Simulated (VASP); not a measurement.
BN, 8 atoms in the cell. Symmetry: P6_3mc, No. 186, hexagonal system. The conventional cell has a = 2.417 Å, b = 2.417 Å, c = 7.893 Å, α = 90.00°, β = 90.00°, γ = 120.00°. B (site symmetry 3m) has 4 N at 1.48 Å within 2.0 Å. Within 2.0 Å of B (site symmetry 3m) lie 4 N at 1.48 Å. N (site symmetry 3m) has 4 B at 1.48 Å within 2.0 Å. Within 2.0 Å of N (site symmetry 3m) lie 4 B at 1.48 Å. 

```yaml
Program: VASP 6.6.1
Task: single point
Functional: PBE
Potentials_or_basis: VASP PAW PBE potentials, release 64 (B, N)
Cutoff: 520 eV
k_mesh: 12 × 12 × 2
Occupations: gaussian, width 0.1 eV
Spin: no spin polarisation
Dipole_correction: no
Further_INCAR_settings: ALGO = Normal; EDIFF = 1e-06; NBANDS = 26
```

Potentials or basis: VASP PAW PBE potentials, release 64 (B, N).

The run is started by

```sh
$ cat potpaw_PBE.64/B/POTCAR potpaw_PBE.64/N/POTCAR > POTCAR
$ mpirun -np 1 vasp_std > vasp.out
```

Hardware: 1 thread of Intel(R) Xeon(R) Platinum 8488C (Sapphire Rapids), with other jobs on the host.

Task: Estimate the wall time of this run.

Result: Run time: 24 s on 1 thread of Intel(R) Xeon(R) Platinum 8488C (Sapphire Rapids), with other jobs on the host, peak memory 0.16 GiB. Counts: scf iterations 13, k points 38.
